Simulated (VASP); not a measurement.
# LiW3N3 (Pm-3m) in VASP: a series of runs

Runs on LiW3N3. Level: PBE. Tasks: single point.

All numbers are computed with VASP 6.6.1; they aren't measurements. Logs are shortened: lines on timing, memory, paths and dates and some standing lists are left out, and cuts for length are marked.

## 1. The cell of the first run

The structure is cubic, space group Pm-3m (No. 221). Conventional cell: a = 4.088 Å, b = 4.088 Å, c = 4.088 Å, α = 90.00°, β = 90.00°, γ = 90.00°. Within 2.7 Å of Li (site symmetry m-3m) lie 6 N at 2.04 Å. W (site symmetry 4/mmm) has 4 N at 2.04 Å within 2.7 Å. N (site symmetry 4/mmm) has 2 Li at 2.04 Å and 4 W at 2.04 Å within 2.7 Å.

## 2. Single point, PBE (9.76 Å³/atom)

File INCAR:

```
PREC     = Accurate       # precision mode
ENCUT    = 520            # plane-wave cutoff, eV
EDIFF    = 1E-7           # SCF threshold, eV
ISMEAR   = 0              # smearing method
SIGMA    = 0.1            # smearing width, eV
LREAL    = F              # projectors in reciprocal space
LASPH    = T              # aspherical terms in the spheres
NELM     = 60             # most SCF steps
ALGO     = Normal         # electronic algorithm
ISIF     = 2              # what is computed and relaxed
LWAVE    = F              # write WAVECAR
LCHARG   = F              # write CHGCAR
GGA      = PE             # functional
NBANDS   = 39             # bands
```

File KPOINTS:

```
regular mesh
0
Gamma
  10 10 10
```

File POSCAR:

```
LiW3N3
1.0
    4.0876293552      0.0000000000      0.0000000000
    0.0000000000      4.0876293552      0.0000000000
    0.0000000000      0.0000000000      4.0876293552
Li W N
1 3 3
Direct
    0.0000000000      0.0000000000      0.0000000000
    0.0000000000      0.5000000000      0.5000000000
    0.5000000000      0.0000000000      0.5000000000
    0.5000000000      0.5000000000      0.0000000000
    0.5000000000      0.0000000000      0.0000000000
    0.0000000000      0.5000000000      0.0000000000
    0.0000000000      0.0000000000      0.5000000000
```

Potentials or basis: VASP PAW PBE potentials, release 64 (Li_sv, W_sv, N).

The run is started by

```sh
cat potpaw_PBE.64/Li_sv/POTCAR potpaw_PBE.64/W_sv/POTCAR potpaw_PBE.64/N/POTCAR > POTCAR
mpirun -np 1 vasp_std > vasp.out
```

OUTCAR:

```text
PREC = Accurate
   ENCUT = 520
   EDIFF = 1E-7
   ISMEAR = 0
   LREAL = F
   LASPH = T
   NELM = 60
   ISIF = 2
   GGA = PE

 ion  position               nearest neighbor table
   1  0.000  0.000  0.000-   5 2.04   6 2.04   7 2.04   7 2.04   6 2.04   5 2.04   2 2.89   3 2.89
                             2 2.89   2 2.89   4 2.89   3 2.89   2 2.89   3 2.89   4 2.89   4 2.89
   2  0.000  0.500  0.500-   6 2.04   7 2.04   6 2.04   7 2.04   3 2.89   1 2.89   4 2.89   4 2.89
                             1 2.89   3 2.89   1 2.89   1 2.89   3 2.89   4 2.89   4 2.89   3 2.89
   3  0.500  0.000  0.500-   5 2.04   7 2.04   5 2.04   7 2.04   2 2.89   1 2.89   4 2.89   4 2.89
                             2 2.89   4 2.89   4 2.89   1 2.89   2 2.89   1 2.89   1 2.89   2 2.89
   4  0.500  0.500  0.000-   5 2.04   6 2.04   5 2.04   6 2.04   2 2.89   2 2.89   3 2.89   1 2.89
                             3 2.89   3 2.89   3 2.89   1 2.89   2 2.89   1 2.89   2 2.89   1 2.89
   5  0.500  0.000  0.000-   1 2.04   3 2.04   4 2.04   3 2.04   4 2.04   1 2.04
   6  0.000  0.500  0.000-   1 2.04   2 2.04   4 2.04   2 2.04   1 2.04   4 2.04
   7  0.000  0.000  0.500-   1 2.04   2 2.04   3 2.04   1 2.04   2 2.04   3 2.04

  LATTYP: Found a simple cubic cell.
 ALAT       =     4.0876293552

  Lattice vectors:

 A1 = (   4.0876293552,   0.0000000000,   0.0000000000)
 A2 = (   0.0000000000,   4.0876293552,   0.0000000000)
 A3 = (   0.0000000000,   0.0000000000,   4.0876293552)

Analysis of symmetry for initial positions (statically):
=====================================================================
 Subroutine PRICEL returns:
 Original cell was already a primitive cell.

 Routine SETGRP: Setting up the symmetry group for a
 simple cubic supercell.

 Subroutine GETGRP returns: Found 48 space group operations
 (whereof 48 operations were pure point group operations)
 out of a pool of 48 trial point group operations.

The static configuration has the point symmetry O_h .

Analysis of symmetry for dynamics (positions and initial velocities):
=====================================================================
 Subroutine PRICEL returns:
 Original cell was already a primitive cell.

 Routine SETGRP: Setting up the symmetry group for a
 simple cubic supercell.

 Subroutine GETGRP returns: Found 48 space group operations
 (whereof 48 operations were pure point group operations)
 out of a pool of 48 trial point group operations.

The dynamic configuration has the point symmetry O_h .

 Subroutine INISYM returns: Found 48 space group operations
 (whereof 48 operations are pure point group operations),
 and found     1 'primitive' translations

----------------------------------------------------------------------------------------
[... 113 lines left out ...]
   PSTRESS=    0.0 pullay stress
   NELECT =      60.0000    total number of electrons
   NUPDOWN=      -1.0000    fix difference up-down
   EMIN   =  10.00;   EMAX   =-10.00  energy-range for DOS
   EFERMI =   0.00;   METHOD = LEGACY
   ISMEAR =     0;   SIGMA  =   0.10  broadening in eV -4-tet -1-fermi 0-gaus
   EFERMI_NEDOS =   21; number of points for ismear=-14 and -15
   IALGO  =     38    algorithm
   IMIX   =      4    mixing-type and parameters
     AMIX     =   0.40;   BMIX     =  1.00
     AMIX_MAG =   1.60;   BMIX_MAG =  1.00
  volume/ion in A,a.u.               =       9.76        65.84
  Fermi-wavevector in a.u.,A,eV,Ry     =   1.567907  2.962915 33.447659  2.458334
  Thomas-Fermi vector in A             =   2.670017
   LORBIT       =      0    0 simple, 1 ext, 2 COOP (PROOUT), +10 PAW based schemes
   GGA     = PE    functional components
   LHFCALC =     F    Hartree Fock is set to
   AEXX    =    0.0000 exact exchange contribution
   IVDW    =     0    specifies the selected vdW correction
   LEPSILON=     F    determine dielectric tensor
   LRPA    =     F    only Hartree local field effects (RPA)
 non-spin polarized calculation
 Gauss-broadening in eV      SIGMA  =   0.10
  energy-cutoff  :      520.00
  volume of cell :       68.30
 maximum number of plane-waves:      1863
   NGX = 15   NGY = 15   NGZ = 15

 number of electron      60.0000023 magnetization

 Free energy of the ion-electron system (eV)
  ---------------------------------------------------
  ext. energy  EPLUGINS =         0.00000000
  ---------------------------------------------------
  free energy    TOTEN  =       -69.27651659 eV

  energy without entropy =      -69.26999122  energy(sigma->0) =      -69.27325390

 E-fermi :  11.4335     XC(G=0): -13.4846

 val. band max:       11.3127739251   @ k =   0.4000   0.0000   0.0000
 cond. band min:      11.4535950841   @ k =   0.1000   0.1000   0.0000
 fundamental gap:      0.1408211590
 Fermi energy:        11.4335041018

 k-point     1 :       0.0000    0.0000    0.0000
  band No.  band energies     occupation
      1     -63.4296      2.00000
      2     -63.3365      2.00000
      3     -63.3365      2.00000
      4     -34.5964      2.00000
      5     -28.0864      2.00000
      6     -28.0864      2.00000
[... 997 lines left out ...]
     38      15.5284      0.00000
     39      17.1734      0.00000

 [... further k-points ...]

------------------------ aborting loop because EDIFF is reached ----------------------------------------

  FORCE on cell =-STRESS in cart. coord.  units (eV):
  Direction    XX          YY          ZZ          XY          YZ          ZX
  --------------------------------------------------------------------------------------
  -------------------------------------------------------------------------------------
  Total       10.4797167     10.4797167     10.4797167      0.0000000     -0.0000000      0.0000000
  in kB      245.8360663    245.8360663    245.8360663      0.0000000     -0.0000000      0.0000000
  external PRESSURE =     245.8360663 kB  Pullay stress =       0.0000000 kB

 VOLUME and BASIS-vectors are now :
 -----------------------------------------------------------------------------
  energy-cutoff  :      520.00
  volume of cell :       68.30
      direct lattice vectors                 reciprocal lattice vectors
     4.087629355  0.000000000  0.000000000     0.244640576  0.000000000  0.000000000
     0.000000000  4.087629355  0.000000000     0.000000000  0.244640576  0.000000000
     0.000000000  0.000000000  4.087629355     0.000000000  0.000000000  0.244640576

 POSITION                                       TOTAL-FORCE (eV/Angst)
 -----------------------------------------------------------------------------------
      0.00000      0.00000      0.00000         0.000000      0.000000      0.000000
      0.00000      2.04381      2.04381         0.000000      0.000000      0.000000
      2.04381      0.00000      2.04381         0.000000      0.000000      0.000000
      2.04381      2.04381      0.00000         0.000000      0.000000      0.000000
      2.04381      0.00000      0.00000         0.000000      0.000000      0.000000
      0.00000      2.04381      0.00000         0.000000      0.000000      0.000000
      0.00000      0.00000      2.04381         0.000000      0.000000      0.000000
 -----------------------------------------------------------------------------------
    total drift:                                0.000000      0.000000     -0.000000

  FREE ENERGIE OF THE ION-ELECTRON SYSTEM (eV)
  ---------------------------------------------------
  free  energy   TOTEN  =       -69.2765165860 eV

  energy  without entropy=      -69.2699912199  energy(sigma->0) =      -69.27325390
```

OSZICAR:

```text
N       E                     dE             d eps       ncg     rms          rms(c)
DAV:   1     0.731262393831E+03    0.73126E+03   -0.33288E+04  4368   0.177E+03
DAV:   2    -0.235228822582E+02   -0.75479E+03   -0.73087E+03  4527   0.551E+02
DAV:   3    -0.776335032710E+02   -0.54111E+02   -0.52387E+02  5208   0.141E+02
DAV:   4    -0.796972145535E+02   -0.20637E+01   -0.20516E+01  7076   0.245E+01
DAV:   5    -0.797365450383E+02   -0.39330E-01   -0.39301E-01  5502   0.284E+00    0.583E+01
DAV:   6    -0.696486576065E+02    0.10088E+02   -0.47121E+01  5319   0.379E+01    0.194E+01
DAV:   7    -0.693687384010E+02    0.27992E+00   -0.25665E+00  5147   0.822E+00    0.116E+01
DAV:   8    -0.692813908796E+02    0.87348E-01   -0.42270E-01  5241   0.372E+00    0.105E+00
DAV:   9    -0.692770065509E+02    0.43843E-02   -0.47649E-02  5523   0.106E+00    0.450E-01
DAV:  10    -0.692764930938E+02    0.51346E-03   -0.34593E-03  5631   0.402E-01    0.787E-02
DAV:  11    -0.692765188155E+02   -0.25722E-04   -0.18356E-04  5638   0.844E-02    0.260E-02
DAV:  12    -0.692765166382E+02    0.21773E-05   -0.25872E-05  5942   0.292E-02    0.897E-03
DAV:  13    -0.692765164283E+02    0.20995E-06   -0.22281E-06  6099   0.714E-03    0.219E-03
DAV:  14    -0.692765166247E+02   -0.19641E-06   -0.17522E-07  3589   0.206E-03    0.789E-04
DAV:  15    -0.692765165860E+02    0.38644E-07   -0.22640E-08  2863   0.106E-03
   1 F= -.69276517E+02 E0= -.69273254E+02  d E =-.652537E-02
```

stdout:

```text
POSCAR found type information on POSCAR LiW N
 POSCAR found :  3 types and       7 ions
 scaLAPACK will be used
 LDA part: xc-table for (Slater+PW92), standard interpolation
 POSCAR, INCAR and KPOINTS ok, starting setup
 FFT: planning ... GRIDC
 FFT: planning ... GRID_SOFT
 FFT: planning ... GRID
 WAVECAR not read
 entering main loop
```

It took 2.3 min on 1 thread of AMD EPYC 7R13, shared host; peak memory 0.25 GiB.

What came out:

```yaml
Free_energy: -69.2765 eV
Band_gap_on_the_k_mesh: zero (bands 30 and 31 overlap by 3.36 eV)
```

Caveat: the cutoff is under 1.25 times the usual one of these potentials, so pressure, stress and relaxed cells hold a basis-set (Pulay) error; spin-orbit coupling is left out, which moves the levels of the heavy elements.

## 3. Single point, PBE (10.07 Å³/atom)

This run uses another cell than the first one, of 10.07 Å³/atom.

File INCAR:

```
SYSTEM = LiW3N3
PREC = Accurate
ENCUT = 520
EDIFF = 1E-6
ISMEAR = 0
SIGMA = 0.1
LREAL = .FALSE.
LASPH = .TRUE.
NELM = 80
ALGO = Normal
ISIF = 2
LWAVE = .FALSE.
LCHARG = .FALSE.
GGA = PE
NBANDS = 39
```

File KPOINTS:

```
Automatic mesh
0
G
  10 10 10
  0 0 0
```

POSCAR, as its differences from that of step 2:

```diff
@@ -2,5 +2,5 @@
 1.0
-    4.0876293552      0.0000000000      0.0000000000
-    0.0000000000      4.0876293552      0.0000000000
-    0.0000000000      0.0000000000      4.0876293552
+    4.1306601948      0.0000000000      0.0000000000
+    0.0000000000      4.1306601948      0.0000000000
+    0.0000000000      0.0000000000      4.1306601948
 Li W N
```

Potentials or basis: VASP PAW PBE potentials, release 64 (Li_sv, W_sv, N).

The run is started by

```sh
cat potpaw_PBE.64/Li_sv/POTCAR potpaw_PBE.64/W_sv/POTCAR potpaw_PBE.64/N/POTCAR > POTCAR
mpirun -np 1 vasp_std > vasp.out
```

Run time: 100 s. Hardware: 1 thread of AMD EPYC 7R13, shared host; peak memory 0.26 GiB.

It converged, with:

```yaml
Free_energy: -69.5243 eV
Band_gap_on_the_k_mesh: zero (bands 30 and 31 overlap by 3.20 eV)
```

Levels at points of the mesh, in eV from the Fermi level:
| k point | band 27 | band 28 | band 29 | band 30 | band 31 | band 32 | band 33 | band 34 |
| --- | --- | --- | --- | --- | --- | --- | --- | --- |
| (0.00, 0.00, 0.00) | -2.83 | -2.83 | -2.83 | -0.48 | -0.48 | -0.48 | 1.32 | 1.32 |
| (0.50, 0.00, 0.00) | -4.00 | -1.59 | -1.44 | -1.44 | -0.45 | 0.83 | 0.83 | 1.63 |
| (0.50, 0.50, 0.00) | -2.34 | -2.10 | -2.10 | 0.63 | 0.70 | 1.56 | 1.56 | 2.19 |
| (0.50, 0.50, 0.50) | -2.84 | -2.84 | -0.39 | 2.36 | 2.36 | 2.36 | 2.91 | 2.91 |

Caveat: the cutoff is under 1.25 times the usual one of these potentials, so pressure, stress and relaxed cells hold a basis-set (Pulay) error; spin-orbit coupling is left out, which moves the levels of the heavy elements.

## 4. Single point, PBE

This run uses another cell than the first one, of 10.38 Å³/atom.

File INCAR:

```
PREC = Accurate
ENCUT = 520
EDIFF = 1E-6
ISMEAR = 0
SIGMA = 0.1
LREAL = F
LASPH = T
NELM = 60
ALGO = Normal
ISIF = 2
LWAVE = F
LCHARG = F
GGA = PE
NBANDS = 39
```

File KPOINTS:

```
regular mesh
0
Gamma
  10 10 10
```

POSCAR, as its differences from that of step 3:

```diff
@@ -2,5 +2,5 @@
 1.0
-    4.1306601948      0.0000000000      0.0000000000
-    0.0000000000      4.1306601948      0.0000000000
-    0.0000000000      0.0000000000      4.1306601948
+    4.1728127000      0.0000000000      0.0000000000
+    0.0000000000      4.1728127000      0.0000000000
+    0.0000000000      0.0000000000      4.1728127000
 Li W N
```

The run is started by

```sh
cat potpaw_PBE.64/Li_sv/POTCAR potpaw_PBE.64/W_sv/POTCAR potpaw_PBE.64/N/POTCAR > POTCAR
mpirun -np 1 vasp_std > vasp.out
```

Wall time 1.8 min (1 thread of AMD EPYC 7R13, shared host); peak memory 0.26 GiB.

It converged, with:

* Free energy: -69.6117 eV
* Band gap on the k mesh: zero (bands 30 and 31 overlap by 3.06 eV)

Levels at points of the mesh, in eV from the Fermi level:
| k point | band 26 | band 27 | band 28 | band 29 | band 30 | band 31 | band 32 | band 33 | band 34 | band 35 |
| --- | --- | --- | --- | --- | --- | --- | --- | --- | --- | --- |
| (0.00, 0.00, 0.00) | -3.43 | -2.75 | -2.75 | -2.75 | -0.46 | -0.46 | -0.46 | 1.25 | 1.25 | 1.92 |
| (0.50, 0.00, 0.00) | -4.00 | -3.84 | -1.50 | -1.39 | -1.39 | -0.45 | 0.80 | 0.80 | 1.55 | 2.43 |
| (0.50, 0.50, 0.00) | -3.09 | -2.25 | -2.03 | -2.03 | 0.61 | 0.66 | 1.50 | 1.50 | 2.11 | 2.80 |
| (0.50, 0.50, 0.50) | -2.74 | -2.74 | -2.74 | -0.44 | 2.24 | 2.24 | 2.24 | 2.78 | 2.78 | 3.22 |

Caveat: the cutoff is under 1.25 times the usual one of these potentials, so pressure, stress and relaxed cells hold a basis-set (Pulay) error; spin-orbit coupling is left out, which moves the levels of the heavy elements.

## 5. Summary

| cell | gap on the mesh (eV) |
| --- | --- |
| a = 4.088 Å, 7 atoms | none |
| a = 4.131 Å, 7 atoms | none |
| a = 4.173 Å, 7 atoms | none |

Alike in all rows: task single point; level PBE; potentials or basis VASP PAW PBE potentials, release 64 (Li_sv, W_sv, N); no spin polarisation; k mesh 10 × 10 × 10; cutoff (eV) 520; smearing gaussian 0.1 eV.

Caveats: the cutoff is under 1.25 times the usual one of these potentials, so pressure, stress and relaxed cells hold a basis-set (Pulay) error; spin-orbit coupling is left out, which moves the levels of the heavy elements.

Absolute energies hang on the potentials; compare differences alone.

The gap in the log of VASP goes by the Fermi energy; the results here count the filled bands.